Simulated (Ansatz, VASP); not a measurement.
**Two plane-wave programs on VSi2**

```
V Si
1.0
     4.53480    0.00000    0.00000
    -2.26740    3.92725    0.00000
     0.00000    0.00000    6.31890
V Si
3 6
Cartesian
  -1.1337 1.9636 1.0532
  1.1337 1.9636 5.2658
  2.2674 0.0000 3.1595
  2.2674 2.6509 3.1595
  -1.1621 3.2891 5.2658
  1.1621 3.2891 1.0532
  0.0000 1.2763 3.1595
  3.4295 0.6382 5.2658
  1.1053 0.6382 1.0532
```

Alike in both runs: task relaxation of cell and atoms; functional PBEsol; k mesh 9 × 9 × 6; occupations gaussian, width 0.1 eV; no spin polarisation.

```csv
,VASP,Ansatz
version,VASP 6.6.1,Ansatz 0.2.0
potentials or method,"VASP PAW PBE potentials, release 64 (V_sv, Si), cutoff 600 eV","scalar-relativistic, plane waves, PAW"
valence electrons in the cell,63,63
```

```tsv
	VASP	Ansatz	Ansatz less VASP
gap on the k mesh at the Fermi level, each at its own relaxed structure (eV)	none	none	-
relaxed volume (Å³/atom)	12.46	12.45	-0.011
relaxed cell length with the largest relative difference (Å)	6.326	6.323	-0.0023
```

VASP's potentials were made for PBE, not for PBEsol, and Ansatz warns of the same on its side. A gap of «none» marks a metal or a gap that the smearing closes.
